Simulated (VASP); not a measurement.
A run of VASP 6.6.1 is set up as follows.

POSCAR

```
Ba
1.0
   -2.4822621942      2.4822621942      2.4822621942
    2.4822621942     -2.4822621942      2.4822621942
    2.4822621942      2.4822621942     -2.4822621942
Ba
1
Direct
    0.0000000000      0.0000000000      0.0000000000
```

INCAR.step1

```
SYSTEM = Ba
PREC = Accurate ; ENCUT = 520
ISMEAR = 0 ; SIGMA = 0.1
LREAL = .False. ; LASPH = .True.
NELM = 80 ; NBANDS = 11
GGA = PE ; ALGO = Normal
EDIFF = 1E-4 ; LWAVE = .True.
LCHARG = .False.
```

Contents of INCAR.step2:

```
SYSTEM = Ba
PREC = Accurate ; ENCUT = 520
EDIFF = 1E-7 ; ISMEAR = 0
SIGMA = 0.1 ; LREAL = .False.
LASPH = .True. ; NELM = 80
ALGO = Normal ; ISIF = 2
LWAVE = .False. ; LCHARG = .False.
METAGGA = R2SCAN ; LMIXTAU = .True.
NBANDS = 11 ; ISTART = 1
```

Contents of KPOINTS:

```
regular mesh
0
Gamma
  12 12 12
  0 0 0
```

Potentials or basis: VASP PAW PBE potentials, release 64 (Ba_sv).

Launch:

```console
$ cat potpaw_PBE.64/Ba_sv/POTCAR > POTCAR
$ cp INCAR.step1 INCAR
$ mpirun -np 1 vasp_std > vasp.out
$ cp INCAR.step2 INCAR
$ mpirun -np 1 vasp_std > vasp.out
```

Task: Estimate the pressure.

Result: 0.6 GPa.

Task: Predict the band gap on the k mesh.

Result: Zero (band 5 reaches 2.43 eV, above the bottom of band 6 at 1.15 eV).

Caveat: the PAW data sets were made with another functional, which shifts forces and pressure a little; spin-orbit coupling is left out, which moves the levels of the heavy elements.
